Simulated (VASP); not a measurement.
# SrMg (Pm-3m) in VASP: notebook, part 2 of 2

VASP 6.6.1. Earlier steps stand in the parts before.

## (4) Electric field gradients, LDA (volume scaled by 0.98)

INCAR

```
ALGO = Normal ; EDIFF = 1E-8
ENCUT = 520 ; GGA = CA
ISIF = 2 ; ISMEAR = -1
LASPH = True ; LCHARG = False
LEFG = True ; LREAL = False
LWAVE = False ; NBANDS = 13
NELM = 60 ; PREC = Accurate
SIGMA = 0.05
```

KPOINTS

```
k-points
0
Gamma
  9 9 9
```

POSCAR

```
SrMg
1.0
    3.8738247147      0.0000000000      0.0000000000
    0.0000000000      3.8738247147      0.0000000000
    0.0000000000      0.0000000000      3.8738247147
Sr Mg
1 1
Direct
    0.5000000000      0.5000000000      0.5000000000
    0.0000000000      0.0000000000      0.0000000000
```

Potentials or basis: VASP PAW LDA potentials, release 64 (Sr_sv, Mg).

Started as:

```console
> cat potpaw_LDA.64/Sr_sv/POTCAR potpaw_LDA.64/Mg/POTCAR > POTCAR
> mpirun -np 1 vasp_std > vasp.out
```

OUTCAR:

```text
EDIFF = 1E-8
   ENCUT = 520
   GGA = CA
   ISIF = 2
   ISMEAR = -1
   LASPH = True
   LREAL = False
   NELM = 60
   PREC = Accurate

 ion  position               nearest neighbor table
   1  0.500  0.500  0.500-   2 3.35   2 3.35   2 3.35   2 3.35   2 3.35   2 3.35   2 3.35   2 3.35

   2  0.000  0.000  0.000-   1 3.35   1 3.35   1 3.35   1 3.35   1 3.35   1 3.35   1 3.35   1 3.35

  LATTYP: Found a simple cubic cell.
 ALAT       =     3.8738247147

  Lattice vectors:

 A1 = (   3.8738247147,   0.0000000000,   0.0000000000)
 A2 = (   0.0000000000,   3.8738247147,   0.0000000000)
 A3 = (   0.0000000000,   0.0000000000,   3.8738247147)

Analysis of symmetry for initial positions (statically):
=====================================================================
 Subroutine PRICEL returns:
 Original cell was already a primitive cell.

 Routine SETGRP: Setting up the symmetry group for a
 simple cubic supercell.

 Subroutine GETGRP returns: Found 48 space group operations
 (whereof 48 operations were pure point group operations)
 out of a pool of 48 trial point group operations.

The static configuration has the point symmetry O_h .

Analysis of symmetry for dynamics (positions and initial velocities):
=====================================================================
 Subroutine PRICEL returns:
 Original cell was already a primitive cell.

 Routine SETGRP: Setting up the symmetry group for a
 simple cubic supercell.

 Subroutine GETGRP returns: Found 48 space group operations
 (whereof 48 operations were pure point group operations)
 out of a pool of 48 trial point group operations.

The dynamic configuration has the point symmetry O_h .

[... 166 lines left out ...]
     12       7.8368      0.00000
     13       7.8368      0.00000
[... 354 lines left out ...]
  band No.  band energies     occupation
      1     -32.6223      2.00000
      2     -14.9795      2.00000
      3     -14.9029      2.00000
      4     -14.6900      2.00000
      5       0.2247      2.00000
      6       1.8529      2.00000
      7       3.0788      0.00123
      8       4.3704      0.00000
      9       5.6945      0.00000
     10       6.1030      0.00000
     11       8.8003      0.00000
     12       9.2102      0.00000
     13       9.5678      0.00000

 [... further k-points ...]
[... 5 lines left out ...]
  --------------------------------------------------------------------------------------
  -------------------------------------------------------------------------------------
  Total        1.4585018      1.4585018      1.4585018      0.0000000      0.0000000      0.0000000
  in kB       40.1973727     40.1973727     40.1973727      0.0000000      0.0000000      0.0000000
  external PRESSURE =      40.1973727 kB  Pullay stress =       0.0000000 kB

 VOLUME and BASIS-vectors are now :
 -----------------------------------------------------------------------------
  energy-cutoff  :      520.00
  volume of cell :       58.13
      direct lattice vectors                 reciprocal lattice vectors
     3.873824715  0.000000000  0.000000000     0.258142811  0.000000000  0.000000000
     0.000000000  3.873824715  0.000000000     0.000000000  0.258142811  0.000000000
     0.000000000  0.000000000  3.873824715     0.000000000  0.000000000  0.258142811

 POSITION                                       TOTAL-FORCE (eV/Angst)
 -----------------------------------------------------------------------------------
      1.93691      1.93691      1.93691         0.000000      0.000000      0.000000
      0.00000      0.00000      0.00000         0.000000      0.000000      0.000000
 -----------------------------------------------------------------------------------
    total drift:                                0.000000      0.000000      0.000000

  FREE ENERGIE OF THE ION-ELECTRON SYSTEM (eV)
  ---------------------------------------------------
  free  energy   TOTEN  =        -3.8217630336 eV

  energy  without entropy=       -3.8105864844  energy(sigma->0) =       -3.81617476

 Electric field gradients (V/A^2)
---------------------------------------------------------------------
 ion       V_xx      V_yy      V_zz      V_xy      V_xz      V_yz
---------------------------------------------------------------------
   1      -0.000    -0.000    -0.000     0.000    -0.000     0.000
   2      -0.000    -0.000     0.000    -0.000     0.000    -0.000
---------------------------------------------------------------------

 Electric field gradients after diagonalization (V/A^2)
 (convention: |V_zz| > |V_xx| > |V_yy|)
----------------------------------------------------------------------
 ion       V_xx      V_yy      V_zz     asymmetry (V_yy - V_xx)/ V_zz
----------------------------------------------------------------------
   1      -0.000    -0.000    -0.000      -0.332
   2      -0.000     0.000    -0.000      -1.505
----------------------------------------------------------------------

           NMR quadrupolar parameters

 Cq : quadrupolar parameter    Cq=e*Q*V_zz/h
 eta: asymmetry parameters     (V_yy - V_xx)/ V_zz
 Q  : nuclear electric quadrupole moment in mb (millibarn)
----------------------------------------------------------------------
 ion       Cq(MHz)       eta       Q (mb)
----------------------------------------------------------------------
   1      -0.000      -0.332       1.000
   2      -0.000      -1.505       1.000
----------------------------------------------------------------------
```

OSZICAR:

```text
N       E                     dE             d eps       ncg     rms          rms(c)
DAV:   1     0.453079791580E+02    0.45308E+02   -0.56852E+03   918   0.772E+02
DAV:   2    -0.101626621830E+01   -0.46324E+02   -0.44860E+02  1145   0.167E+02
DAV:   3    -0.377698073006E+01   -0.27607E+01   -0.27436E+01  1557   0.306E+01
DAV:   4    -0.385611170170E+01   -0.79131E-01   -0.79078E-01  1115   0.386E+00
DAV:   5    -0.385824704979E+01   -0.21353E-02   -0.21353E-02  1323   0.466E-01    0.184E+01
DAV:   6    -0.383420068880E+01    0.24046E-01   -0.15626E-02  1038   0.105E+00    0.104E+01
DAV:   7    -0.382205444099E+01    0.12146E-01   -0.23591E-02  1095   0.127E+00    0.384E-01
DAV:   8    -0.382174252615E+01    0.31191E-03   -0.21564E-03  1449   0.264E-01    0.688E-02
DAV:   9    -0.382175806040E+01   -0.15534E-04   -0.22843E-05  1145   0.351E-02    0.403E-02
DAV:  10    -0.382176293312E+01   -0.48727E-05   -0.94788E-06  1432   0.251E-02    0.341E-02
DAV:  11    -0.382176298065E+01   -0.47531E-07   -0.62521E-07  1095   0.562E-03    0.858E-04
DAV:  12    -0.382176302850E+01   -0.47849E-07   -0.16106E-07  1419   0.136E-03    0.828E-04
DAV:  13    -0.382176303362E+01   -0.51173E-08   -0.82774E-09   874   0.574E-04
   1 F= -.38217630E+01 E0= -.38161748E+01  d E =-.111765E-01
```

stdout:

```text
POSCAR found type information on POSCAR SrMg
 POSCAR found :  2 types and       2 ions
 scaLAPACK will be used
 LDA part: xc-table for (Slater(with rela. corr.)+CA(PZ))
 , standard interpolation
 POSCAR, INCAR and KPOINTS ok, starting setup
 FFT: planning ... GRIDC
 FFT: planning ... GRID_SOFT
 FFT: planning ... GRID
 WAVECAR not read
 entering main loop
ion   1

ion   2
```

It took 10 s on 1 thread of Intel Xeon 6975P-C (Granite Rapids), shared host; peak memory 0.16 GiB.

Results:

| Quantity | Value |
| --- | --- |
| Free energy | -3.8218 eV |
| Pressure | 4.0 GPa |
| Band gap on the k mesh | zero (band 6 reaches 3.31 eV, above the bottom of band 7 at 1.92 eV) |

Levels at points of the mesh, in eV from the Fermi level:
```tsv
k point	band 3	band 4	band 5	band 6	band 7	band 8	band 9	band 10
(0.00, 0.00, 0.00)	-17.41	-17.41	-5.30	0.58	0.58	4.54	4.54	4.54
```

Caveat: without QUAD_EFG the Cq values of the log hold for a quadrupole moment of 1 mb, not for the nuclei.

## (5) Electric field gradients, LDA (volume scaled by 1.01)

INCAR

```
PREC = Accurate
ENCUT = 520
EDIFF = 1E-8
ISMEAR = -1
SIGMA = 0.05
LREAL = False
LASPH = True
NELM = 100
ALGO = Normal
ISIF = 2
LWAVE = False
LCHARG = False
LEFG = True
NBANDS = 13
```

KPOINTS

```
Automatic mesh
0
Gamma
  9 9 9
```

POSCAR

```
SrMg
1.0
    3.9129569058      0.0000000000      0.0000000000
    0.0000000000      3.9129569058      0.0000000000
    0.0000000000      0.0000000000      3.9129569058
Sr Mg
1 1
Direct
    0.5000000000      0.5000000000      0.5000000000
    0.0000000000      0.0000000000      0.0000000000
```

Potentials or basis: VASP PAW LDA potentials, release 64 (Sr_sv, Mg).

Started as:

```console
> cat potpaw_LDA.64/Sr_sv/POTCAR potpaw_LDA.64/Mg/POTCAR > POTCAR
> mpirun -np 1 vasp_std > vasp.out
```

OUTCAR:

```text
PREC = Accurate
   ENCUT = 520
   EDIFF = 1E-8
   ISMEAR = -1
   LREAL = False
   LASPH = True
   NELM = 100
   ISIF = 2

 ion  position               nearest neighbor table
   1  0.500  0.500  0.500-   2 3.39   2 3.39   2 3.39   2 3.39   2 3.39   2 3.39   2 3.39   2 3.39

   2  0.000  0.000  0.000-   1 3.39   1 3.39   1 3.39   1 3.39   1 3.39   1 3.39   1 3.39   1 3.39

  LATTYP: Found a simple cubic cell.
 ALAT       =     3.9129569058

  Lattice vectors:

 A1 = (   3.9129569058,   0.0000000000,   0.0000000000)
 A2 = (   0.0000000000,   3.9129569058,   0.0000000000)
 A3 = (   0.0000000000,   0.0000000000,   3.9129569058)

Analysis of symmetry for initial positions (statically):
=====================================================================
 Subroutine PRICEL returns:
 Original cell was already a primitive cell.

 Routine SETGRP: Setting up the symmetry group for a
 simple cubic supercell.

 Subroutine GETGRP returns: Found 48 space group operations
 (whereof 48 operations were pure point group operations)
 out of a pool of 48 trial point group operations.

The static configuration has the point symmetry O_h .

Analysis of symmetry for dynamics (positions and initial velocities):
=====================================================================
 Subroutine PRICEL returns:
 Original cell was already a primitive cell.

 Routine SETGRP: Setting up the symmetry group for a
 simple cubic supercell.

 Subroutine GETGRP returns: Found 48 space group operations
 (whereof 48 operations were pure point group operations)
 out of a pool of 48 trial point group operations.

The dynamic configuration has the point symmetry O_h .

 Subroutine INISYM returns: Found 48 space group operations
[... 165 lines left out ...]
     12       7.5982      0.00000
     13       7.5982      0.00000
[... 354 lines left out ...]
  band No.  band energies     occupation
      1     -32.8231      2.00000
      2     -15.1530      2.00000
      3     -15.0837      2.00000
      4     -14.8910      2.00000
      5       0.1037      2.00000
      6       1.7057      2.00000
      7       2.9239      0.00182
      8       4.2020      0.00000
      9       5.4978      0.00000
     10       5.9124      0.00000
     11       8.4935      0.00000
     12       8.9260      0.00000
     13       9.2468      0.00000

 [... further k-points ...]
[... 5 lines left out ...]
  --------------------------------------------------------------------------------------
  -------------------------------------------------------------------------------------
  Total        1.0977053      1.0977053      1.0977053      0.0000000     -0.0000000      0.0000000
  in kB       29.3549375     29.3549375     29.3549375      0.0000000     -0.0000000      0.0000000
  external PRESSURE =      29.3549375 kB  Pullay stress =       0.0000000 kB

 VOLUME and BASIS-vectors are now :
 -----------------------------------------------------------------------------
  energy-cutoff  :      520.00
  volume of cell :       59.91
      direct lattice vectors                 reciprocal lattice vectors
     3.912956906  0.000000000  0.000000000     0.255561210  0.000000000  0.000000000
     0.000000000  3.912956906  0.000000000     0.000000000  0.255561210  0.000000000
     0.000000000  0.000000000  3.912956906     0.000000000  0.000000000  0.255561210

 POSITION                                       TOTAL-FORCE (eV/Angst)
 -----------------------------------------------------------------------------------
      1.95648      1.95648      1.95648         0.000000      0.000000      0.000000
      0.00000      0.00000      0.00000         0.000000      0.000000      0.000000
 -----------------------------------------------------------------------------------
    total drift:                                0.000000      0.000000      0.000000

  FREE ENERGIE OF THE ION-ELECTRON SYSTEM (eV)
  ---------------------------------------------------
  free  energy   TOTEN  =        -3.8603615741 eV

  energy  without entropy=       -3.8484108772  energy(sigma->0) =       -3.85438623

 Electric field gradients (V/A^2)
---------------------------------------------------------------------
 ion       V_xx      V_yy      V_zz      V_xy      V_xz      V_yz
---------------------------------------------------------------------
   1      -0.000    -0.000    -0.000     0.000    -0.000     0.000
   2       0.000     0.000    -0.000     0.000    -0.000    -0.000
---------------------------------------------------------------------

 Electric field gradients after diagonalization (V/A^2)
 (convention: |V_zz| > |V_xx| > |V_yy|)
----------------------------------------------------------------------
 ion       V_xx      V_yy      V_zz     asymmetry (V_yy - V_xx)/ V_zz
----------------------------------------------------------------------
   1      -0.000    -0.000    -0.000      -0.397
   2       0.000     0.000    -0.000       0.121
----------------------------------------------------------------------

           NMR quadrupolar parameters

 Cq : quadrupolar parameter    Cq=e*Q*V_zz/h
 eta: asymmetry parameters     (V_yy - V_xx)/ V_zz
 Q  : nuclear electric quadrupole moment in mb (millibarn)
----------------------------------------------------------------------
 ion       Cq(MHz)       eta       Q (mb)
----------------------------------------------------------------------
   1      -0.000      -0.397       1.000
   2      -0.000       0.121       1.000
----------------------------------------------------------------------
```

stdout:

```text
POSCAR found type information on POSCAR SrMg
 POSCAR found :  2 types and       2 ions
 scaLAPACK will be used
 LDA part: xc-table for (Slater(with rela. corr.)+CA(PZ))
 , standard interpolation
 POSCAR, INCAR and KPOINTS ok, starting setup
 FFT: planning ... GRIDC
 FFT: planning ... GRID_SOFT
 FFT: planning ... GRID
 WAVECAR not read
 entering main loop
ion   1

ion   2
```

Wall time 10 s (1 thread of Intel Xeon 6975P-C (Granite Rapids), shared host); peak memory 0.16 GiB.

What came out:

- Free energy: -3.8604 eV
- Pressure: 2.9 GPa
- Band gap on the k mesh: zero (band 6 reaches 3.19 eV, above the bottom of band 7 at 1.83 eV)

Caveat: without QUAD_EFG the Cq values of the log hold for a quadrupole moment of 1 mb, not for the nuclei.

## (6) Electric field gradients, LDA (volume scaled by 1.01)

INCAR

```
SYSTEM = SrMg
ALGO     = Normal         ! electronic algorithm
EDIFF    = 1E-8           ! SCF threshold, eV
ENCUT    = 520            ! plane-wave cutoff, eV
ISIF     = 2              ! what is computed and relaxed
ISMEAR   = -1             ! smearing method
LASPH    = .True.         ! aspherical terms in the spheres
LCHARG   = .False.        ! write CHGCAR
LEFG     = .True.       
LREAL    = .False.        ! projectors in reciprocal space
LWAVE    = .False.        ! write WAVECAR
NBANDS   = 13             ! bands
NELM     = 60             ! most SCF steps
PREC     = Accurate       ! precision mode
SIGMA    = 0.05           ! smearing width, eV
```

KPOINTS

```
k-points
0
Gamma
  9 9 9
  0 0 0
```

POSCAR is that of step 5.

Potentials or basis: VASP PAW LDA potentials, release 64 (Sr_sv, Mg).

Started as:

```console
> cat potpaw_LDA.64/Sr_sv/POTCAR potpaw_LDA.64/Mg/POTCAR > POTCAR
> mpirun -np 1 vasp_std > vasp.out
```

OUTCAR:

```text
SYSTEM = SrMg
   EDIFF = 1E-8
   ENCUT = 520
   ISIF = 2
   ISMEAR = -1
   LASPH = .True.
   LREAL = .False.
   NELM = 60
   PREC = Accurate

 ion  position               nearest neighbor table
   1  0.500  0.500  0.500-   2 3.39   2 3.39   2 3.39   2 3.39   2 3.39   2 3.39   2 3.39   2 3.39

   2  0.000  0.000  0.000-   1 3.39   1 3.39   1 3.39   1 3.39   1 3.39   1 3.39   1 3.39   1 3.39

  LATTYP: Found a simple cubic cell.
 ALAT       =     3.9129569058

  Lattice vectors:

 A1 = (   3.9129569058,   0.0000000000,   0.0000000000)
 A2 = (   0.0000000000,   3.9129569058,   0.0000000000)
[... 597 lines left out ...]
  free  energy   TOTEN  =        -3.8603615741 eV

  energy  without entropy=       -3.8484108772  energy(sigma->0) =       -3.85438623

 Electric field gradients (V/A^2)
---------------------------------------------------------------------
 ion       V_xx      V_yy      V_zz      V_xy      V_xz      V_yz
---------------------------------------------------------------------
   1      -0.000    -0.000    -0.000     0.000    -0.000     0.000
   2       0.000     0.000    -0.000     0.000    -0.000    -0.000
---------------------------------------------------------------------

 Electric field gradients after diagonalization (V/A^2)
 (convention: |V_zz| > |V_xx| > |V_yy|)
----------------------------------------------------------------------
 ion       V_xx      V_yy      V_zz     asymmetry (V_yy - V_xx)/ V_zz
----------------------------------------------------------------------
   1      -0.000    -0.000    -0.000      -0.397
   2       0.000     0.000    -0.000       0.121
----------------------------------------------------------------------

           NMR quadrupolar parameters

 Cq : quadrupolar parameter    Cq=e*Q*V_zz/h
 eta: asymmetry parameters     (V_yy - V_xx)/ V_zz
 Q  : nuclear electric quadrupole moment in mb (millibarn)
----------------------------------------------------------------------
 ion       Cq(MHz)       eta       Q (mb)
----------------------------------------------------------------------
   1      -0.000      -0.397       1.000
   2      -0.000       0.121       1.000
----------------------------------------------------------------------
```

Run time: 10 s. Hardware: 1 thread of Intel Xeon 6975P-C (Granite Rapids), shared host; peak memory 0.16 GiB.

What came out:

| Item | Value |
| --- | --- |
| Free energy | -3.8604 eV |
| Pressure | 2.9 GPa |
| Band gap on the k mesh | zero (band 6 reaches 3.19 eV, above the bottom of band 7 at 1.83 eV) |

Caveat: without QUAD_EFG the Cq values of the log hold for a quadrupole moment of 1 mb, not for the nuclei.

## (7) Summary

| cell | gap on the mesh (eV) | pressure (GPa) |
| --- | --- | --- |
| a = 3.820 Å, 2 atoms | none | 5.7 |
| a = 3.874 Å, 2 atoms | none | 4.0 |
| a = 3.913 Å, 2 atoms | none | 2.9 |

Alike in all rows: task electric field gradients; level LDA; potentials or basis VASP PAW LDA potentials, release 64 (Sr_sv, Mg); no spin polarisation; k mesh 9 × 9 × 9; cutoff (eV) 520; smearing fermi-dirac 0.05 eV.

Total energies depend on the potentials used, so only differences within one code and one set of settings carry meaning.
